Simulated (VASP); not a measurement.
Write the native input for VASP 6.6.1 that does the following.

| Item | Value |
| --- | --- |
| Task | single point |
| Functional | PBE |
| Potentials or basis | VASP PAW PBE potentials, release 64 (La) |
| Cutoff | 520 eV |
| k mesh | 13 × 13 × 13 |
| Occupations | fermi-dirac, width 0.08 eV |
| Spin | no spin polarisation |
| Dipole correction | no |
| Further INCAR settings | ALGO = Normal; EDIFF = 1e-06; NBANDS = 18 |

The structure of La lies in POSCAR:

```
La
1.0
   -2.3674763670      2.3674763670      1.2720675788
    2.3674763670     -2.3674763670      1.2720675788
    2.3674763670      2.3674763670     -1.2720675788
La
2
Direct
   -0.3750000000     -0.1250000000     -0.2500000000
    0.3750000000      0.1250000000      0.2500000000
```

This cell differs from its parent crystal: volume scaled by 0.4.

The input as run:

INCAR

```
SYSTEM = La
PREC = Accurate
ENCUT = 520
EDIFF = 1E-6
ISMEAR = -1
SIGMA = 0.08
LREAL = .False.
LASPH = .True.
NELM = 60
ALGO = Normal
ISIF = 2
LWAVE = .False.
LCHARG = .False.
GGA = PE
NBANDS = 18
```

KPOINTS

```
regular mesh
0
Gamma
  13 13 13
  0 0 0
```

Potentials or basis: VASP PAW PBE potentials, release 64 (La).

The run is started by

```sh
$ cat potpaw_PBE.64/La/POTCAR > POTCAR
$ mpirun -np 1 vasp_std > vasp.out
```

It gave:

- Pressure: 207.2 GPa
- Band gap on the k mesh: zero (band 11 reaches 22.76 eV, above the bottom of band 12 at 19.16 eV)

Caveat: spin-orbit coupling is left out, which moves the levels of the heavy elements.

Wall time 2.1 min on 1 thread of Intel(R) Xeon(R) Platinum 8259CL CPU @ 2.50GHz (Skylake/Cascade Lake) (shared host), peak memory 0.25 GiB.
